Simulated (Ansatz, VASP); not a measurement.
# One calculation of BN, two programs

File POSCAR:

```
BN
1.0
    2.5540715384      0.0000000000      0.0000000000
   -1.2770357692      2.1251500182      0.0000000000
    0.0000000000      0.0000000000      6.6612000000
B N
2 2
Direct
    0.3333333333      0.6666666667      0.2500000000
    0.6666666667      0.3333333333      0.7500000000
    0.3333333333      0.6666666667      0.7500000000
    0.6666666667      0.3333333333      0.2500000000
```

File INCAR.step1:

```
SYSTEM = BN
PREC = Accurate
ENCUT = 520
ISMEAR = 0
SIGMA = 0.05
LREAL = .False.
LASPH = .True.
NELM = 100
NBANDS = 16
GGA = PE
ALGO = Normal
EDIFF = 1E-4
LWAVE = .True.
LCHARG = .False.
```

Contents of INCAR.step2:

```
SYSTEM = BN
PREC = Accurate
ENCUT = 520
EDIFF = 1E-6
ISMEAR = 0
SIGMA = 0.05
LREAL = .False.
LASPH = .True.
NELM = 100
ALGO = Normal
ISIF = 2
LWAVE = .False.
LCHARG = .False.
METAGGA = R2SCAN
LMIXTAU = .True.
NBANDS = 16
ISTART = 1
```

Contents of KPOINTS:

```
regular mesh
0
Gamma
  12 12 4
  0 0 0
```

Input for Ansatz:

```yaml
crystal:
  lattice:
    - [2.5540715384, 0.0, 0.0]
    - [-1.2770357692, 2.1251500182, 0.0]
    - [0.0, 0.0, 6.6612]
  atoms:
    - { symbol: B, position: [0.3333333333, 0.6666666667, 0.25] }
    - { symbol: B, position: [0.6666666667, 0.3333333333, 0.75] }
    - { symbol: "N", position: [0.3333333333, 0.6666666667, 0.75] }
    - { symbol: "N", position: [0.6666666667, 0.3333333333, 0.25] }
basis:
  ecutwfc: 500
kpoints:
  mp_grid: { grid: [12, 12, 4] }
hamiltonian:
  xc: r2scan
scf:
  occupations: { method: gaussian, width: 0.05 }
output:
  forces: true
  stress: true
  eigenvalues: true
  write_density: true
  write_potential: true
  elf: true
  volumetric_format: npy
```

Change from the starting cell: strain +0.0200 x Voigt [1, -1, 0, 0, 0, 0], atoms carried along.

Alike in both runs: task single point; functional r2SCAN; k mesh 12 × 12 × 4; occupations gaussian, width 0.05 eV; no spin polarisation.

```csv
,VASP,Ansatz
version,VASP 6.6.1,Ansatz 0.2.0
potentials or method,"VASP PAW PBE potentials, release 64 (B, N), cutoff 520 eV","scalar-relativistic, plane waves, PAW"
valence electrons in the cell,16,16
```

|  | VASP | Ansatz | Ansatz less VASP |
| --- | --- | --- | --- |
| gap on the k mesh at the Fermi level (eV) | 4.73 | 4.70 | -0.037 |
| least direct gap on the mesh (eV) | 5.31 | 5.27 | -0.039 |
| pressure (GPa) | 0.3 | -0.1 | -0.39 |
| traceless stress, the component that is largest in VASP (GPa) | -15.60 | -15.93 | -0.335 |
| rms of the force components (eV/Å) | 0.304 | 0.304 | +0.0002 |

VASP's potentials were made for PBE, not for r2SCAN. Atom by atom the forces differ by 0.000 eV/Å (rms over components).
